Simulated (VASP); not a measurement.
Set up this calculation in VASP 6.6.1, as the native input.

```
Task                   : relaxation of cell and atoms
Functional             : LDA
Potentials or basis    : VASP PAW LDA potentials, release 64 (Ir)
Cutoff                 : 500 eV
k mesh                 : 9 × 9 × 9
Occupations            : fermi-dirac, width 0.05 eV
Spin                   : no spin polarisation
Dipole correction      : no
Further INCAR settings : ALGO = Normal; EDIFF = 1e-07; IBRION = 2; EDIFFG = -0.01; NSW = 60; ISIF = 3
```

The structure of Ir lies in POSCAR:

```
Ir
1.0
    2.5288680094      0.0000000000      0.0000000000
    0.0000000000      2.5288680094      0.0000000000
    0.0000000000      0.0000000000      2.5288680094
Ir
1
Direct
    0.0000000000      0.0000000000      0.0000000000
```

The input as run:

INCAR

```
SYSTEM = Ir
PREC = Accurate
ENCUT = 500
EDIFF = 1E-7
ISMEAR = -1
SIGMA = 0.05
LREAL = .False.
LASPH = .True.
NELM = 120
ALGO = Normal
ISIF = 3
LWAVE = .False.
LCHARG = .False.
GGA = CA
IBRION = 2
NSW = 60
EDIFFG = -0.01
GGA_COMPAT = .False.
NELMIN = 4
```

KPOINTS

```
Automatic mesh
0
Gamma
  9 9 9
  0 0 0
```

Potentials or basis: VASP PAW LDA potentials, release 64 (Ir).

Launch:

```bash
$ cat potpaw_LDA.64/Ir/POTCAR > POTCAR
$ mpirun -np 1 vasp_std > vasp.out
```

Results of the run:

```
Relaxed volume                         : 16.25 Å³/atom
Relaxed cell                           : a = 2.533 Å, b = 2.533 Å, c = 2.533 Å, α = 90.00°, β = 90.00°, γ = 90.00°
Space group after relaxing (to 0.05 Å) : Pm-3m (No. 221)
Energy gained by relaxing              : 0.4 meV/atom
Ionic steps                            : 3
Pressure after relaxing                : 0.0 GPa
```

Run time: 14 s on 1 thread of Intel Xeon 8259CL (shared host), peak memory 0.12 GiB.
